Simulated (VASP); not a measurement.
Al:

```
CELL_PARAMETERS angstrom
1.39835 0.80734 5.25098
-1.39835 0.80734 5.25098
0.00000 -1.61467 5.25098
ATOMIC_POSITIONS crystal
Al 0.08805 0.08805 0.08805
Al 0.91195 0.91195 0.91195
```

```yaml
Program: VASP 6.6.1
Task: relaxation of cell and atoms
Functional: PBE
Potentials_or_basis: VASP PAW PBE potentials, release 64 (Al)
Cutoff: 500 eV
k_mesh: 24 × 24 × 24
Occupations: gaussian, width 0.1 eV
Spin: no spin polarisation
```

At the start: pressure -0.1 GPa; volume 17.78 Å³/atom.

**Question.** How do energy, volume and symmetry change on relaxing?

**Answer.** Over 7 steps the energy falls by 9.6 meV/atom and the volume is 17.74 Å³/atom (-0.3 %); space group R-3m (No. 166, to 0.1 Å) before and after.

Step by step:
```
step  energy change (eV)  largest force (eV/Å)  pressure (GPa)  volume (Å³)
   1              0.0000                0.1005           -0.10        35.57
   2             -0.0111                0.0983           -0.13        35.51
   3             -0.0179                0.1021            0.17        35.37
   4             -0.0182                0.1011            0.07        35.40
   5             -0.0182                0.1014            0.09        35.39
   6             -0.0191                0.0260           -0.02        35.45
   7             -0.0192                0.0010           -0.05        35.48
```

Final structure:
```xyz
2
Lattice="1.4234 0.8218 5.0548 -1.4234 0.8218 5.0548 0.0000 -1.6436 5.0548" Properties=species:S:1:pos:R:3 pbc="T T T"
Al    0.0000    0.0000    1.3565
Al    0.0000    0.0000   13.8079
```
